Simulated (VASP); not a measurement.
Wanted: the native input for a VASP 6.6.1 run.

- Task: density of states
- Functional: PBE
- Potentials or basis: VASP PAW PBE potentials, release 64 (Ga_d, Sb)
- Cutoff: 520 eV
- k mesh: 10 × 10 × 10
- Occupations: fermi-dirac, width 0.1 eV
- Spin: no spin polarisation
- Dipole correction: no
- k mesh for the DOS: 15 × 15 × 15
- Occupations for the DOS: tetrahedron
- Further INCAR settings: ALGO = Normal; EDIFF = 1e-07; NBANDS = 16

The system is GaSb.

```
CELL_PARAMETERS angstrom
0.00000 3.04576 3.04576
3.04576 0.00000 3.04576
3.04576 3.04576 0.00000
ATOMIC_POSITIONS crystal
Ga 0.00000 0.00000 0.00000
Sb 0.25000 0.25000 0.25000
```

One way to write it, as run:

POSCAR

```
GaSb
1.0
    0.0000000000      3.0457610000      3.0457610000
    3.0457610000      0.0000000000      3.0457610000
    3.0457610000      3.0457610000      0.0000000000
Ga Sb
1 1
Direct
    0.0000000000      0.0000000000      0.0000000000
    0.2500000000      0.2500000000      0.2500000000
```

INCAR.step1

```
PREC     = Accurate       # precision mode
ENCUT    = 520            # plane-wave cutoff, eV
EDIFF    = 1E-7           # SCF threshold, eV
ISMEAR   = -1             # smearing method
SIGMA    = 0.1            # smearing width, eV
LREAL    = False          # projectors in reciprocal space
LASPH    = True           # aspherical terms in the spheres
NELM     = 60             # most SCF steps
ALGO     = Normal         # electronic algorithm
ISIF     = 2              # what is computed and relaxed
LWAVE    = False          # write WAVECAR
LCHARG   = True           # write CHGCAR
GGA      = PE             # functional
NBANDS   = 16             # bands
```

KPOINTS.step1

```
regular mesh
0
Gamma
  10 10 10
```

INCAR.step2

```
PREC     = Accurate       # precision mode
ENCUT    = 520            # plane-wave cutoff, eV
EDIFF    = 1E-7           # SCF threshold, eV
ISMEAR   = -5             # smearing method
SIGMA    = 0.1            # smearing width, eV
LREAL    = False          # projectors in reciprocal space
LASPH    = True           # aspherical terms in the spheres
NELM     = 60             # most SCF steps
ALGO     = Normal         # electronic algorithm
ISIF     = 2              # what is computed and relaxed
LWAVE    = False          # write WAVECAR
LCHARG   = False          # write CHGCAR
GGA      = PE             # functional
LORBIT   = 11             # projections on sites
NBANDS   = 16             # bands
NEDOS    = 2001           # points of the DOS
ICHARG   = 11             # starting density
```

KPOINTS.step2

```
regular mesh
0
Gamma
  15 15 15
```

Potentials or basis: VASP PAW PBE potentials, release 64 (Ga_d, Sb).

Launch:

```sh
$ cat potpaw_PBE.64/Ga_d/POTCAR potpaw_PBE.64/Sb/POTCAR > POTCAR
$ cp INCAR.step1 INCAR
$ cp KPOINTS.step1 KPOINTS
$ mpirun -np 1 vasp_std > vasp.out
$ cp INCAR.step2 INCAR
$ cp KPOINTS.step2 KPOINTS
$ mpirun -np 1 vasp_std > vasp.out
```

Results of the run:

* Valence electrons inside the program's atomic spheres: Ga 11.65; Sb 2.50

Caveat: spin-orbit coupling is left out, which moves the levels of the heavy elements.

Wall time 51 s on 1 thread of AMD EPYC 9R45 (Zen 5), on a shared host, peak memory 0.22 GiB.
